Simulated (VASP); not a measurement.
# Fe (I4_1/amd) in VASP: single point with PBEsol

Aim: the single point of Fe with PBEsol.

All numbers are computed with VASP 6.6.1; they aren't measurements. Logs are shortened: lines on timing, memory, paths and dates and some standing lists are left out, and cuts for length are marked.

### 1 The cell of the first run

It takes space group I4_1/amd (No. 141, tetragonal). Conventional cell: a = 4.453 Å, b = 4.453 Å, c = 2.429 Å, α = 90.00°, β = 90.00°, γ = 90.00°. Fe (site symmetry -4m2) has 10 Fe at 2.31 to 2.88 Å within 3.1 Å.

### 2 Single point, PBEsol, collinear spin, ferromagnetic start

INCAR

```
PREC = Accurate
ENCUT = 600
EDIFF = 1E-6
ISMEAR = 0
SIGMA = 0.1
LREAL = False
LASPH = True
NELM = 200
ALGO = Normal
ISIF = 2
LWAVE = False
LCHARG = True
ISPIN = 2
MAGMOM = 4 4
LORBIT = 11
LMAXMIX = 4
GGA = PS
LELF = True
LVHAR = True
NBANDS = 19
GGA_COMPAT = False
```

KPOINTS

```
Automatic mesh
0
Gamma
  8 8 8
```

POSCAR

```
Fe
1.0
   -2.2266965569      2.2266965569      1.2147040754
    2.2266965569     -2.2266965569      1.2147040754
    2.2266965569      2.2266965569     -1.2147040754
Fe
2
Direct
    0.0000000000      0.0000000000      0.0000000000
    0.7500000000      0.2500000000      0.5000000000
```

Potentials or basis: VASP PAW PBE potentials, release 64 (Fe).

Launch:

```
> cat potpaw_PBE.64/Fe/POTCAR > POTCAR
> mpirun -np 1 vasp_std > vasp.out
```

OUTCAR:

```text
PREC = Accurate
   ENCUT = 600
   EDIFF = 1E-6
   ISMEAR = 0
   LREAL = False
   LASPH = True
   NELM = 200
   ISIF = 2
   ISPIN = 2
   LORBIT = 11
   GGA = PS

 ion  position               nearest neighbor table
   1  0.000  0.000  0.000-   2 2.31   2 2.31   2 2.31   2 2.31   2 2.88   2 2.88   2 2.88   2 2.88

   2  0.750  0.250  0.500-   1 2.31   1 2.31   1 2.31   1 2.31   1 2.88   1 2.88   1 2.88   1 2.88

  LATTYP: Found a body centered tetragonal cell.
 ALAT       =     4.4533931138
 C/A-ratio  =     0.5455184595

  Lattice vectors:

 A1 = (  -2.2266965569,   2.2266965569,   1.2147040754)
 A2 = (   2.2266965569,  -2.2266965569,   1.2147040754)
 A3 = (   2.2266965569,   2.2266965569,  -1.2147040754)

Analysis of symmetry for initial positions (statically):
=====================================================================
 Subroutine PRICEL returns:
 Original cell was already a primitive cell.

 Routine SETGRP: Setting up the symmetry group for a
 body centered tetragonal supercell.

 Subroutine GETGRP returns: Found 16 space group operations
 (whereof  8 operations were pure point group operations)
 out of a pool of 16 trial point group operations.

The static configuration has the point symmetry D_2d.
 The point group associated with its full space group is D_4h.

Analysis of symmetry for dynamics (positions and initial velocities):
=====================================================================
 Subroutine PRICEL returns:
 Original cell was already a primitive cell.

 Routine SETGRP: Setting up the symmetry group for a
 body centered tetragonal supercell.

 Subroutine GETGRP returns: Found 16 space group operations
 (whereof  8 operations were pure point group operations)
 out of a pool of 16 trial point group operations.

The dynamic configuration has the point symmetry D_2d.
 The point group associated with its full space group is D_4h.

Analysis of structural, dynamic, and magnetic symmetry:
=====================================================================
 Subroutine PRICEL returns:
 Original cell was already a primitive cell.

 Routine SETGRP: Setting up the symmetry group for a
 body centered tetragonal supercell.

 Subroutine GETGRP returns: Found 16 space group operations
 (whereof  8 operations were pure point group operations)
 out of a pool of 16 trial point group operations.

The overall configuration has the point symmetry D_2d.
 The point group associated with its full space group is D_4h.

 Subroutine INISYM returns: Found 16 space group operations
 (whereof  8 operations are pure point group operations),
 and found     1 'primitive' translations

----------------------------------------------------------------------------------------

                                     Primitive cell

  volume of cell :      24.0909

  direct lattice vectors                    reciprocal lattice vectors
    -2.226696557  2.226696557  1.214704075     0.000000000  0.224547884  0.411622888
     2.226696557 -2.226696557  1.214704075     0.224547884  0.000000000  0.411622888
     2.226696557  2.226696557 -1.214704075     0.224547884  0.224547884  0.000000000

  length of vectors
     3.375183122  3.375183122  3.375183122     0.468887145  0.468887145  0.317558663

  position of ions in fractional coordinates (direct lattice)
     0.000000000  0.000000000  0.000000000
     0.750000000  0.250000000  0.500000000

  ion indices of the primitive-cell ions
   primitive index   ion index
                 1           1
                 2           2

----------------------------------------------------------------------------------------

 KPOINTS: Automatic mesh

Automatic generation of k-mesh.
 Grid dimensions read from file:
 generate k-points for:    8    8    8

 Generating k-lattice:

  Cartesian coordinates                     Fractional coordinates (reciprocal lattice)
     0.000000000  0.028068485  0.051452861     0.125000000  0.000000000  0.000000000
     0.028068485  0.000000000  0.051452861     0.000000000  0.125000000  0.000000000
     0.028068485  0.028068485  0.000000000     0.000000000  0.000000000  0.125000000

  Length of vectors
     0.058610893  0.058610893  0.039694833

  Shift w.r.t. Gamma in fractional coordinates (k-lattice)
     0.000000000  0.000000000  0.000000000

 Subroutine IBZKPT returns following result:
 ===========================================

 Found     59 irreducible k-points:

 Following reciprocal coordinates:
            Coordinates               Weight
  0.000000  0.000000  0.000000      1.000000
  0.125000  0.000000  0.000000      8.000000
  0.250000  0.000000  0.000000      8.000000
  0.375000  0.000000  0.000000      8.000000
  0.500000  0.000000  0.000000      4.000000
  0.125000  0.125000  0.000000      8.000000
[... 16 lines left out ...]
  0.250000  0.125000  0.125000     16.000000
  0.375000  0.125000  0.125000      8.000000
 [... further k-points ...]
   k-points           NKPTS =     59   k-points in BZ     NKDIM =     59   number of bands    NBANDS=     19
   number of dos      NEDOS =    301   number of ions     NIONS =      2
   total plane-waves  NPLWV =  21952
   dimension x,y,z NGX =    28 NGY =   28 NGZ =   28
   dimension x,y,z NGXF=    56 NGYF=   56 NGZF=   56
   ions per type =               2
   NGX,Y,Z   is equivalent  to a cutoff of  13.79, 13.79, 13.79 a.u.
   NGXF,Y,Z  is equivalent  to a cutoff of  27.58, 27.58, 27.58 a.u.
 SYSTEM =  unknown system
   PREC   = accura    normal or accurate (medium, high low for compatibility)
   ISTART =      0    job   : 0-new  1-cont  2-samecut
   ICHARG =      2    charge: 1-file 2-atom 10-const
   ISPIN  =      2    spin polarized calculation?
   LNONCOLLINEAR =      F non collinear calculations
   LSORBIT =      F    spin-orbit coupling
   LASPH  =      T    aspherical Exc in radial PAW
   ENCUT  =  600.0 eV  44.10 Ry    6.64 a.u.   6.74  6.74  6.74*2*pi/ulx,y,z
   NELM   =    200;   NELMIN=  2; NELMDL= -5     # of ELM steps
   EDIFF  = 0.1E-05   stopping-criterion for ELM
   LREAL  =      F    real-space projection
   EDIFFG = 0.1E-04   stopping-criterion for IOM
   NSW    =      0    number of steps for IOM
   IBRION =     -1    ionic relax: 0-MD 1-quasi-New 2-CG
   NFREE  =      0    steps in history (QN), initial steepest desc. (CG)
   ISIF   =      2    stress and relaxation
   ISYM   =      2    0-nonsym 1-usesym 2-fastsym
   POTIM  = 0.5000    time-step for ionic-motion
   TEBEG  =    0.0;   TEEND  =   0.0 temperature during run
   PSTRESS=    0.0 pullay stress
   NELECT =      16.0000    total number of electrons
   NUPDOWN=      -1.0000    fix difference up-down
   EMIN   =  10.00;   EMAX   =-10.00  energy-range for DOS
   EFERMI =   0.00;   METHOD = LEGACY
   ISMEAR =     0;   SIGMA  =   0.10  broadening in eV -4-tet -1-fermi 0-gaus
   EFERMI_NEDOS =   21; number of points for ismear=-14 and -15
   IALGO  =     38    algorithm
   IMIX   =      4    mixing-type and parameters
     AMIX     =   0.40;   BMIX     =  1.00
     AMIX_MAG =   1.60;   BMIX_MAG =  1.00
  volume/ion in A,a.u.               =      12.05        81.29
  Fermi-wavevector in a.u.,A,eV,Ry     =   1.428337  2.699165 27.757874  2.040146
  Thomas-Fermi vector in A             =   2.548409
   LORBIT       =     11    0 simple, 1 ext, 2 COOP (PROOUT), +10 PAW based schemes
   GGA     = PS    functional components
   LHFCALC =     F    Hartree Fock is set to
   AEXX    =    0.0000 exact exchange contribution
   IVDW    =     0    specifies the selected vdW correction
   LEPSILON=     F    determine dielectric tensor
   LRPA    =     F    only Hartree local field effects (RPA)
 spin polarized calculation
 Gauss-broadening in eV      SIGMA  =   0.10
  energy-cutoff  :      600.00
  volume of cell :       24.09
 maximum number of plane-waves:       812
   NGX = 13   NGY = 13   NGZ = 13

 number of electron      15.9999999 magnetization       4.5086057

 Free energy of the ion-electron system (eV)
  ---------------------------------------------------
  ext. energy  EPLUGINS =         0.00000000
  ---------------------------------------------------
  free energy    TOTEN  =       -16.67724403 eV

  energy without entropy =      -16.66346425  energy(sigma->0) =      -16.67035414

 E-fermi :   5.4138     XC(G=0): -12.8846

 val. band max:        5.4055010231   @ k =  -0.2500  -0.3750   0.1250
 cond. band min:       5.4160874025   @ k =  -0.1250   0.3750   0.1250
 fundamental gap:      0.0105863794
 Fermi energy:         5.4138015550

 spin component 1

 k-point     1 :       0.0000    0.0000    0.0000
  band No.  band energies     occupation
      1      -3.0527      1.00000
      2       0.1636      1.00000
      3       1.5602      1.00000
      4       1.9156      1.00000
      5       2.3528      1.00000
      6       4.0816      1.00000
[... 11 lines left out ...]
     18      30.3124      0.00000
     19      30.4258      0.00000
[... 485 lines left out ...]
 k-point    24 :       0.3750    0.1250    0.1250
  band No.  band energies     occupation
      1       0.7487      1.00000
      2       0.8148      1.00000
      3       1.4735      1.00000
      4       2.2848      1.00000
      5       2.6096      1.00000
      6       3.5326      1.00000
[... 11 lines left out ...]
     18      24.9504      0.00000
     19      26.8878      0.00000

 [... further k-points ...]

 spin component 2

 k-point     1 :       0.0000    0.0000    0.0000
  band No.  band energies     occupation
      1      -2.6910      1.00000
      2       1.9400      1.00000
      3       3.0395      1.00000
      4       3.5097      1.00000
      5       4.0972      1.00000
      6       6.6051      0.00000
[... 11 lines left out ...]
     18      30.8262      0.00000
     19      30.8593      0.00000
[... 485 lines left out ...]
 k-point    24 :       0.3750    0.1250    0.1250
  band No.  band energies     occupation
      1       2.2887      1.00000
      2       2.4459      1.00000
      3       3.0972      1.00000
      4       4.0711      1.00000
      5       4.2937      1.00000
      6       5.7119      0.00001
[... 11 lines left out ...]
     18      25.5920      0.00000
     19      27.2168      0.00000

 [... further k-points ...]

------------------------ aborting loop because EDIFF is reached ----------------------------------------

  FORCE on cell =-STRESS in cart. coord.  units (eV):
  Direction    XX          YY          ZZ          XY          YZ          ZX
  --------------------------------------------------------------------------------------
  -------------------------------------------------------------------------------------
  Total       -0.2190414     -0.2190414     -0.5627973      0.0000000     -0.0000000      0.0000000
  in kB      -14.5674743    -14.5674743    -37.4291585      0.0000000     -0.0000000      0.0000000
  external PRESSURE =     -22.1880357 kB  Pullay stress =       0.0000000 kB

 VOLUME and BASIS-vectors are now :
 -----------------------------------------------------------------------------
  energy-cutoff  :      600.00
  volume of cell :       24.09
      direct lattice vectors                 reciprocal lattice vectors
    -2.226696557  2.226696557  1.214704075     0.000000000  0.224547884  0.411622888
     2.226696557 -2.226696557  1.214704075     0.224547884  0.000000000  0.411622888
     2.226696557  2.226696557 -1.214704075     0.224547884  0.224547884  0.000000000

 POSITION                                       TOTAL-FORCE (eV/Angst)
 -----------------------------------------------------------------------------------
      0.00000      0.00000      0.00000         0.000000      0.000000      0.000000
      0.00000      2.22670      0.60735        -0.000000     -0.000000     -0.000000
 -----------------------------------------------------------------------------------
    total drift:                               -0.000000      0.000000      0.000000

  FREE ENERGIE OF THE ION-ELECTRON SYSTEM (eV)
  ---------------------------------------------------
  free  energy   TOTEN  =       -16.6772440303 eV

  energy  without entropy=      -16.6634642537  energy(sigma->0) =      -16.67035414

 total charge

# of ion       s       p       d       tot
------------------------------------------
    1        0.503   0.487   6.296   7.286
    2        0.503   0.487   6.296   7.286
--------------------------------------------------
tot          1.007   0.974  12.592  14.573

 magnetization (x)

# of ion       s       p       d       tot
------------------------------------------
    1       -0.001  -0.009   2.242   2.233
    2       -0.001  -0.009   2.242   2.233
--------------------------------------------------
tot         -0.001  -0.018   4.485   4.466
```

It took 42 s on 1 thread of Intel Xeon Platinum 8559C (Emerald Rapids), shared host; peak memory 0.19 GiB.

What came out:

```
Free energy                                           : -16.6772 eV
Pressure                                              : -2.2 GPa
Net moment                                            : 4.51 μB per cell
Site moments                                          : Fe +2.23 μB
Valence electrons inside the program's atomic spheres : Fe 7.29
```

Caveat: the k points lie up to 0.37 Å⁻¹ apart; the PAW data sets were made with another functional, which shifts forces and pressure a little.
